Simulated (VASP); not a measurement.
Runs of VASP 6.6.1 on In. The structure is that of space group P6_3/mmc (No. 194), or close to it. The cells are those of the table. This isn't the form of In at room conditions, which is tetragonal.

```tsv
cell	k mesh	gap on the mesh (eV)	pressure (GPa)
a = 3.178, b = 3.178, c = 5.169 Å, angles 90.0, 90.0, 120.0°, 2 atoms	12 × 12 × 7	none	7.8
a = 3.316, b = 3.316, c = 5.394 Å, angles 90.0, 90.0, 120.0°, 2 atoms	12 × 12 × 7	none	0.0
a = 3.316, b = 3.316, c = 5.394 Å, angles 90.0, 90.0, 120.0°, 2 atoms	11 × 11 × 6	none	0.0
a = 3.271, b = 3.271, c = 5.321 Å, angles 90.0, 90.0, 120.0°, 2 atoms	12 × 12 × 7	none	(a)
a = 3.444, b = 3.444, c = 5.601 Å, angles 90.0, 90.0, 120.0°, 2 atoms	12 × 12 × 7	none	-3.7
```

Alike in all rows: task single point; level PBEsol; potentials or basis VASP PAW PBE potentials, release 64 (In_d); no spin polarisation; cutoff (eV) 520; smearing fermi-dirac 0.1 eV.

Fill in the values left out.

(a) 2.0.

Caveats: the PAW data sets were made with another functional, which shifts forces and pressure a little; spin-orbit coupling is left out, which moves the levels of the heavy elements; the cell stands under pressure (at least some runs); the cell stands under tension (at least some runs).

A k mesh can miss the band edges, and the runs leave out spin-orbit coupling on In.

A gap of «none» marks levels without a gap at the run's occupations.
